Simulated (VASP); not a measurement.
A run of VASP 6.6.1 is set up as follows.

The input INCAR:

```
SYSTEM = Ga2O3
  PREC = Accurate
  ENCUT = 520
  EDIFF = 1E-6
  ISMEAR = -1
  SIGMA = 0.02
  LREAL = .False.
  LASPH = .True.
  NELM = 80
  ALGO = Normal
  ISIF = 2
  LWAVE = .False.
  LCHARG = .False.
  GGA = PE
  NBANDS = 55
```

The input KPOINTS:

```
regular mesh
0
Gamma
  6 6 6
  0 0 0
```

The input POSCAR:

```
Ga2O3
1.0
    2.5171843899      1.4532970851      4.5254452807
   -2.5171843899      1.4532970851      4.5254452807
    0.0000000000     -2.9065941703      4.5254452807
Ga O
4 6
Direct
    0.8554263242      0.8554263242      0.8554263242
    0.6445736758      0.6445736758      0.6445736758
    0.1445736758      0.1445736758      0.1445736758
    0.3554263242      0.3554263242      0.3554263242
    0.7500000000      0.4463665328      0.0536334672
    0.4463665328      0.0536334672      0.7500000000
    0.0536334672      0.7500000000      0.4463665328
    0.2500000000      0.5536334672      0.9463665328
    0.9463665328      0.2500000000      0.5536334672
    0.5536334672      0.9463665328      0.2500000000
```

Potentials or basis: VASP PAW PBE potentials, release 64 (Ga_d, O).

Command:

```sh
$ cat potpaw_PBE.64/Ga_d/POTCAR potpaw_PBE.64/O/POTCAR > POTCAR
$ mpirun -np 1 vasp_std > vasp.out
```

(1) Estimate the largest force.

(2) What does it give for the pressure?

(3) Predict the band gap on the k mesh.

Results:

(1) 0.061 eV/Å.

(2) 3.6 GPa.

(3) 2.53 eV (least direct gap 2.77 eV).

Caveat: the cell differs from its parent crystal (strain +1.0%); the cell stands under pressure.
